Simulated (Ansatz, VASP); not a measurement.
**One calculation of Ta, two programs**

```
Ta
1.0
     4.67351    0.00000    0.00000
    -2.33676    4.04738    0.00000
     0.00000    0.00000    2.86486
Ta
3
Direct
  0.00000 0.00000 0.00000
  0.33333 0.66667 0.50000
  0.66667 0.33333 0.50000
```

Alike in both runs: task relaxation of cell and atoms; functional r2SCAN; k mesh 8 × 8 × 11; occupations fermi-dirac, width 0.1 eV; no spin polarisation.

|  | VASP | Ansatz |
| --- | --- | --- |
| version | VASP 6.6.1 | Ansatz 0.2.0 |
| potentials or method | VASP PAW PBE potentials, release 64 (Ta_pv), cutoff 600 eV | plane waves (500 eV) with PAW, scalar-relativistic |
| valence electrons in the cell | 33 | 39 |

|  | VASP | Ansatz | Ansatz less VASP |
| --- | --- | --- | --- |
| relaxed volume (Å³/atom) | 18.47 | 18.41 | -0.062 |
| relaxed cell length with the largest relative difference (Å) | 4.855 | 4.849 | -0.0057 |

VASP's potentials were made for PBE, not for r2SCAN. VASP's potentials hold 33 valence electrons a cell and Ansatz's 39, so a difference there can come from the potentials and not from the codes.

Spin-orbit coupling is off throughout.
